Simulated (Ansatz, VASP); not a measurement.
# Cu in VASP and in Ansatz

The input INCAR:

```
PREC = Accurate ; ENCUT = 600
EDIFF = 1E-7 ; ISMEAR = 0
SIGMA = 0.1 ; LREAL = False
LASPH = True ; NELM = 120
ALGO = Normal ; ISIF = 3
LWAVE = False ; LCHARG = False
GGA = PS ; IBRION = 2
NSW = 80 ; EDIFFG = -0.01
GGA_COMPAT = False ; NELMIN = 4
```

File KPOINTS:

```
Automatic mesh
0
Gamma
  18 18 10
```

POSCAR

```
Cu
1.0
    2.5189553278      0.0000000000      0.0000000000
   -1.2594776639      2.1814793049      0.0000000000
    0.0000000000      0.0000000000      4.1159587970
Cu
2
Direct
    0.3333333333      0.6666666667      0.2500000000
    0.6666666667      0.3333333333      0.7500000000
```

Input for Ansatz:

```yaml
crystal:
  lattice:
    - [2.5189553278, 0.0, 0.0]
    - [-1.2594776639, 2.1814793049, 0.0]
    - [0.0, 0.0, 4.115958797]
  atoms:
    - { symbol: Cu, position: [0.3333333333, 0.6666666667, 0.25] }
    - { symbol: Cu, position: [0.6666666667, 0.3333333333, 0.75] }
basis:
  ecutwfc: 420
kpoints:
  mp_grid: { grid: [18, 18, 10] }
hamiltonian:
  xc: pbesol
scf:
  occupations: { method: gaussian, width: 0.1 }
output:
  forces: true
  stress: true
  eigenvalues: true
  write_density: true
  write_potential: true
  elf: true
  volumetric_format: npy
relax:
  adjacent_minimum: "off"
  f_tol: 0.01
  max_steps: 60
  cell: { stress_tol: 0.1 }
```

Alike in both runs: task relaxation of cell and atoms; functional PBEsol; k mesh 18 × 18 × 10; occupations gaussian, width 0.1 eV; no spin polarisation.

|  | VASP | Ansatz |
| --- | --- | --- |
| version | VASP 6.6.1 | Ansatz 0.2.0 |
| potentials or method | VASP PAW PBE potentials, release 64 (Cu), cutoff 600 eV | scalar-relativistic, plane waves, PAW |
| valence electrons in the cell | 22 | 38 |

VASP gave:

| Property | Result |
| --- | --- |
| gap on the k mesh at the Fermi level, each at its own relaxed structure (eV) | none |
| relaxed volume (Å³/atom) | 11.38 |
| relaxed cell length with the largest relative difference (Å) | 4.124 |

Task: What did Ansatz give for the same quantities?

Result: gap on the k mesh at the Fermi level, each at its own relaxed structure (eV): none; relaxed volume (Å³/atom): 11.33; relaxed cell length with the largest relative difference (Å): 4.117.

VASP's potentials were made for PBE, not for PBEsol. A gap of «none» marks a metal or a gap that the smearing closes. VASP's potentials hold 22 valence electrons a cell and Ansatz's 38, so a difference there can come from the potentials and not from the codes.
